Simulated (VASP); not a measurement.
**FeO: single point with PBE**

The system is FeO.

```
Fe O
1.0
     2.94111    0.00000    0.00000
    -1.47055    2.54707    0.00000
     0.00000    0.00000    2.87037
Fe O
1 1
Direct
  0.00000 0.00000 0.00000
  0.66667 0.33333 0.50000
```

```yaml
Program: VASP 6.6.1
Task: single point
Functional: PBE
Potentials_or_basis: VASP PAW PBE potentials, release 64 (Fe, O)
Cutoff: 520 eV
k_mesh: 10 × 10 × 9
Occupations: fermi-dirac, width 0.05 eV
Spin: collinear spin, ferromagnetic start
Starting_moments: "[3.0, 0.0] μB"
```

```
Pressure                                              : -15.7 GPa
Band gap on the k mesh                                : zero (filled and empty bands overlap)
Net moment                                            : 4.00 μB per cell
Site moments                                          : Fe +3.59; O +0.34 μB
Valence electrons inside the program's atomic spheres : Fe 6.63; O 4.94
```

Stress tensor (GPa, compression positive):
```
-13.43   0.00   0.00
  0.00 -13.43   0.00
  0.00   0.00 -20.26
```

Levels at points of the mesh, in eV from the Fermi level:
Spin up:
```csv
k point,band 5,band 6,band 7,band 8,band 9,band 10,band 11,band 12,band 13,band 14
"(0.00, 0.00, 0.00)",-3.35,-2.86,-2.86,-1.09,-1.09,0.08,13.73,15.31,15.31,16.92
"(0.50, 0.00, 0.00)",-3.66,-2.99,-2.19,-2.18,-0.68,4.86,7.73,13.90,15.61,16.19
```
Spin down:
| k point | band 2 | band 3 | band 4 | band 5 | band 6 | band 7 | band 8 | band 9 |
| --- | --- | --- | --- | --- | --- | --- | --- | --- |
| (0.00, 0.00, 0.00) | -3.00 | -3.00 | -2.77 | -1.71 | 0.98 | 1.20 | 1.20 | 1.33 |
| (0.50, 0.00, 0.00) | -6.53 | -3.34 | -2.85 | -1.27 | 1.02 | 1.02 | 1.27 | 2.20 |

Run time: 19 s on 1 thread of Intel(R) Xeon(R) 6975P-C (Granite Rapids) (shared host), peak memory 0.17 GiB.

Caveat: a cell with one magnetic atom can't hold antiferromagnetic order, which such compounds often take; semilocal functionals often make such compounds metallic where correlation or magnetic order opens a gap, which also shifts bond lengths. With open d or f shells a metallic result of PBE can be an artefact of self-interaction; +U or a hybrid may open a gap.
